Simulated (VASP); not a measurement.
# MgZnCo4S8 (R3m) in VASP: electric field gradients with PBE

Aim: the electric field gradients of MgZnCo4S8 with PBE.

Program: VASP 6.6.1. These are calculated values, not measurements. Logs are shortened: lines on timing, memory, paths and dates and some standing lists are left out, and cuts for length are marked.

## Step 1: The cell of the first run

Symmetry: R3m, No. 160, trigonal system. The conventional cell has a = 6.878 Å, b = 6.878 Å, c = 16.828 Å, α = 90.00°, β = 90.00°, γ = 120.00°. Mg (site symmetry 3m) has 4 S at 2.41 to 2.42 Å within 3.2 Å. Within 3.1 Å of Zn (site symmetry 3m) lie 4 S at 2.38 Å. Within 3.0 Å of Co (site symmetry 3m) lie 6 S at 2.26 to 2.29 Å. Within 3.0 Å of Co (site symmetry m) lie 6 S at 2.26 to 2.29 Å. Within 3.0 Å of S (site symmetry m) lie 3 Co at 2.26 Å and 1 Mg at 2.41 Å and 3 S at 2.93 Å. Within 3.0 Å of S (site symmetry 3m) lie 3 Co at 2.26 Å and 1 Mg at 2.42 Å and 3 S at 2.93 Å. S (site symmetry 3m) has 3 Co at 2.29 Å and 1 Zn at 2.38 Å and 3 S at 2.99 Å within 3.0 Å. S (site symmetry m) has 3 Co at 2.29 Å and 1 Zn at 2.38 Å and 3 S at 2.99 Å within 3.0 Å.

## Step 2: Electric field gradients, PBE, collinear spin, ferromagnetic start

File INCAR:

```
PREC     = Accurate       # precision mode
ENCUT    = 520            # plane-wave cutoff, eV
EDIFF    = 1E-8           # SCF threshold, eV
ISMEAR   = -1             # smearing method
SIGMA    = 0.02           # smearing width, eV
LREAL    = False          # projectors in reciprocal space
LASPH    = True           # aspherical terms in the spheres
NELM     = 200            # most SCF steps
ALGO     = Normal         # electronic algorithm
ISIF     = 2              # what is computed and relaxed
LWAVE    = False          # write WAVECAR
LCHARG   = False          # write CHGCAR
ISPIN    = 2              # spin polarisation
MAGMOM   = 0 0 4 4 4 4 0 0 0 0 0 0 0 0 # initial moments
LORBIT   = 11             # projections on sites
LMAXMIX  = 4              # l up to which the mixer works
GGA      = PE             # functional
LEFG     = True         
NBANDS   = 66             # bands
GGA_COMPAT= False        
KPAR     = 4
```

File KPOINTS:

```
regular mesh
0
Gamma
  5 5 5
```

File POSCAR:

```
MgZnCo4S8
1.0
    3.4389562708      1.9854823287      5.6093888957
   -3.4389562708      1.9854823287      5.6093888957
    0.0000000000     -3.9709646574      5.6093888957
Mg Zn Co S
1 1 4 8
Direct
    0.1345138300      0.1345138300      0.1345138300
    0.8853394800      0.8853394800      0.8853394800
    0.5095422900      0.5095422900      0.5095422900
    0.5094276050      0.5094276050      0.0112112400
    0.5094276050      0.0112112400      0.5094276050
    0.0112112400      0.5094276050      0.5094276050
    0.2783904200      0.7045010600      0.2783904200
    0.2783904200      0.2783904200      0.7045010600
    0.7045010600      0.2783904200      0.2783904200
    0.2781752000      0.2781752000      0.2781752000
    0.7437629400      0.7437629400      0.7437629400
    0.7436422600      0.7436422600      0.3085250500
    0.3085250500      0.7436422600      0.7436422600
    0.7436422600      0.3085250500      0.7436422600
```

Potentials or basis: VASP PAW PBE potentials, release 64 (Mg, Zn, Co, S).

Started as:

```sh
$ cat potpaw_PBE.64/Mg/POTCAR potpaw_PBE.64/Zn/POTCAR potpaw_PBE.64/Co/POTCAR potpaw_PBE.64/S/POTCAR > POTCAR
$ mpirun -np 4 vasp_std > vasp.out
```

OUTCAR:

```text
PREC = Accurate
   ENCUT = 520
   EDIFF = 1E-8
   ISMEAR = -1
   LREAL = False
   LASPH = True
   NELM = 200
   ISIF = 2
   ISPIN = 2
   LORBIT = 11
   GGA = PE

 ion  position               nearest neighbor table
   1  0.135  0.135  0.135-   7 2.41   9 2.41   8 2.41  10 2.42
   2  0.885  0.885  0.885-  13 2.38  14 2.38  12 2.38  11 2.38
   3  0.510  0.510  0.510-   7 2.26   9 2.26   8 2.26  13 2.29  14 2.29  12 2.29
   4  0.509  0.509  0.011-   7 2.26   9 2.26  10 2.26  13 2.29  14 2.29  11 2.29
   5  0.509  0.011  0.509-   8 2.26   9 2.26  10 2.26  12 2.29  13 2.29  11 2.29
   6  0.011  0.509  0.509-   8 2.26   7 2.26  10 2.26  12 2.29  14 2.29  11 2.29
   7  0.278  0.705  0.278-   4 2.26   6 2.26   3 2.26   1 2.41
   8  0.278  0.278  0.705-   5 2.26   6 2.26   3 2.26   1 2.41
   9  0.705  0.278  0.278-   4 2.26   5 2.26   3 2.26   1 2.41
  10  0.278  0.278  0.278-   5 2.26   6 2.26   4 2.26   1 2.42
  11  0.744  0.744  0.744-   5 2.29   6 2.29   4 2.29   2 2.38
  12  0.744  0.744  0.309-   3 2.29   5 2.29   6 2.29   2 2.38
  13  0.309  0.744  0.744-   3 2.29   4 2.29   5 2.29   2 2.38
  14  0.744  0.309  0.744-   3 2.29   4 2.29   6 2.29   2 2.38

  LATTYP: Found a trigonal (rhomboedric) cell.
 ALAT       =     6.8726853626
 COS(alpha) =     0.4992391378

  Lattice vectors:

 A1 = (   3.4389562708,   1.9854823287,   5.6093888957)
 A2 = (  -3.4389562708,   1.9854823287,   5.6093888957)
 A3 = (   0.0000000000,  -3.9709646574,   5.6093888957)

Analysis of symmetry for initial positions (statically):
=====================================================================
 Subroutine PRICEL returns:
 Original cell was already a primitive cell.

 Routine SETGRP: Setting up the symmetry group for a
 trigonal (rhombohedral) supercell.

 Subroutine GETGRP returns: Found  6 space group operations
 (whereof  6 operations were pure point group operations)
 out of a pool of 12 trial point group operations.

The static configuration has the point symmetry C_3v.

Analysis of symmetry for dynamics (positions and initial velocities):
=====================================================================
 Subroutine PRICEL returns:
 Original cell was already a primitive cell.

 Routine SETGRP: Setting up the symmetry group for a
 trigonal (rhombohedral) supercell.

 Subroutine GETGRP returns: Found  6 space group operations
 (whereof  6 operations were pure point group operations)
 out of a pool of 12 trial point group operations.

The dynamic configuration has the point symmetry C_3v.

Analysis of structural, dynamic, and magnetic symmetry:
=====================================================================
 Subroutine PRICEL returns:
 Original cell was already a primitive cell.

 Routine SETGRP: Setting up the symmetry group for a
[... 2668 lines left out ...]
   2      -0.802    -0.802     1.603     0.000     0.000     0.000
   3      14.584    14.584   -29.168     0.000     0.000     0.000
   4      14.273   -23.711     9.437    -0.000     0.000    13.705
   5     -14.215     4.777     9.437    16.448    11.869    -6.853
   6     -14.215     4.777     9.437   -16.448   -11.869    -6.853
   7     -11.183     3.756     7.426    12.938     9.342    -5.394
   8      11.226   -18.652     7.426    -0.000     0.000    10.788
   9     -11.183     3.756     7.426   -12.938    -9.342    -5.394
  10      11.258    11.258   -22.516     0.000     0.000    -0.000
  11      -9.353    -9.353    18.705    -0.000     0.000    -0.000
  12      -9.648    16.239    -6.591     0.000     0.000    -8.775
  13       9.767    -3.176    -6.591    11.210     7.600     4.388
  14       9.767    -3.176    -6.591   -11.210    -7.600     4.388
---------------------------------------------------------------------

 Electric field gradients after diagonalization (V/A^2)
 (convention: |V_zz| > |V_xx| > |V_yy|)
----------------------------------------------------------------------
 ion       V_xx      V_yy      V_zz     asymmetry (V_yy - V_xx)/ V_zz
----------------------------------------------------------------------
   1      -0.177    -0.177     0.353       0.000
   2      -0.802    -0.802     1.603       0.000
   3      14.584    14.584   -29.168       0.000
   4      14.370    14.273   -28.643       0.003
   5      14.370    14.273   -28.643       0.003
   6      14.370    14.273   -28.643       0.003
   7      11.310    11.226   -22.536       0.004
   8      11.310    11.226   -22.536       0.004
   9      11.310    11.226   -22.536       0.004
  10      11.258    11.258   -22.516       0.000
  11      -9.353    -9.353    18.705       0.000
  12      -9.648    -9.574    19.222       0.004
  13      -9.648    -9.574    19.222       0.004
  14      -9.648    -9.574    19.222       0.004
----------------------------------------------------------------------

           NMR quadrupolar parameters

 Cq : quadrupolar parameter    Cq=e*Q*V_zz/h
 eta: asymmetry parameters     (V_yy - V_xx)/ V_zz
 Q  : nuclear electric quadrupole moment in mb (millibarn)
----------------------------------------------------------------------
 ion       Cq(MHz)       eta       Q (mb)
----------------------------------------------------------------------
   1       0.001       0.000       1.000
   2       0.004       0.000       1.000
   3      -0.071       0.000       1.000
   4      -0.069       0.003       1.000
   5      -0.069       0.003       1.000
   6      -0.069       0.003       1.000
   7      -0.054       0.004       1.000
   8      -0.054       0.004       1.000
   9      -0.054       0.004       1.000
  10      -0.054       0.000       1.000
  11       0.045       0.000       1.000
  12       0.046       0.004       1.000
  13       0.046       0.004       1.000
  14       0.046       0.004       1.000
----------------------------------------------------------------------

 total charge

# of ion       s       p       d       tot
------------------------------------------
    1        0.180   0.158   0.040   0.378
    2        0.536   0.445   9.776  10.756
    3        0.424   0.578   7.363   8.365
    4        0.423   0.577   7.362   8.362
    5        0.423   0.577   7.362   8.362
    6        0.423   0.577   7.362   8.362
    7        1.330   2.387   0.000   3.717
    8        1.330   2.387   0.000   3.717
    9        1.330   2.387   0.000   3.717
   10        1.330   2.386   0.000   3.716
   11        1.332   2.350   0.000   3.682
   12        1.332   2.351   0.000   3.683
   13        1.332   2.351   0.000   3.683
   14        1.332   2.351   0.000   3.683
--------------------------------------------------
tot         13.057  21.864  39.265  74.185

 magnetization (x)

# of ion       s       p       d       tot
------------------------------------------
    1        0.000   0.000   0.000   0.000
    2        0.000   0.000  -0.000   0.000
    3       -0.000  -0.000  -0.000  -0.000
    4       -0.000  -0.000  -0.000  -0.000
    5       -0.000  -0.000  -0.000  -0.000
    6       -0.000  -0.000  -0.000  -0.000
    7       -0.000   0.000   0.000   0.000
    8       -0.000   0.000   0.000   0.000
    9       -0.000   0.000   0.000   0.000
   10       -0.000   0.000   0.000   0.000
   11       -0.000   0.000   0.000   0.000
   12       -0.000   0.000   0.000   0.000
   13       -0.000   0.000   0.000   0.000
   14       -0.000   0.000   0.000   0.000
--------------------------------------------------
tot         -0.000   0.000  -0.000  -0.000
```

It took 7 min on 4 MPI ranks of Intel Xeon Platinum 8259CL at 2.50GHz (Skylake/Cascade Lake), shared host; peak memory 0.8 GiB.

Results:

* Free energy: -71.8228 eV
* Pressure: -0.3 GPa
* Largest force: 0.034 eV/Å
* Band gap on the k mesh: 0.69 eV (least direct gap 0.73 eV)
* Net moment: 0.00 μB per cell
* Largest electric field gradient by atom: Mg +0.4; Zn +1.6; Co -29.2, -28.6 (each value once); S -22.5, +18.7, +19.2 (each value once) V/Å²
* Valence electrons inside the program's atomic spheres: Mg 0.38; Zn 10.76; Co 8.37, 8.36 (each value once); S 3.72, 3.68 (each value once)

Forces on the atoms (eV/Å):
```
Mg   0.000  0.000  0.020
Zn   0.000  0.000 -0.034
Co   0.000  0.000 -0.026
Co   0.000  0.003  0.000
Co   0.003 -0.002  0.000
Co  -0.003 -0.002  0.000
S   -0.019  0.011  0.002
S    0.000 -0.022  0.002
S    0.019  0.011  0.002
S    0.000  0.000 -0.023
S    0.000  0.000  0.019
S    0.000  0.009  0.013
S   -0.008 -0.005  0.013
S    0.008 -0.005  0.013
```

Electric field gradients, principal values (V/Å²):
| atom | least | middle | greatest (by size) |
| --- | --- | --- | --- |
| 1 Mg | -0.177 | -0.177 | 0.353 |
| 2 Zn | -0.802 | -0.802 | 1.603 |
| 3 Co | 14.584 | 14.584 | -29.168 |
| 4 Co | 14.273 | 14.370 | -28.643 |
| 5 Co | 14.273 | 14.370 | -28.643 |
| 6 Co | 14.273 | 14.370 | -28.643 |
| 7 S | 11.226 | 11.310 | -22.536 |
| 8 S | 11.226 | 11.310 | -22.536 |
| 9 S | 11.226 | 11.310 | -22.536 |
| 10 S | 11.258 | 11.258 | -22.516 |
| 11 S | -9.353 | -9.353 | 18.705 |
| 12 S | -9.574 | -9.648 | 19.222 |
| 13 S | -9.574 | -9.648 | 19.222 |
| 14 S | -9.574 | -9.648 | 19.222 |

Caveat: without QUAD_EFG the Cq values of the log hold for a quadrupole moment of 1 mb, not for the nuclei; an odd mesh through Γ misses points on the zone boundary, where band edges can lie.
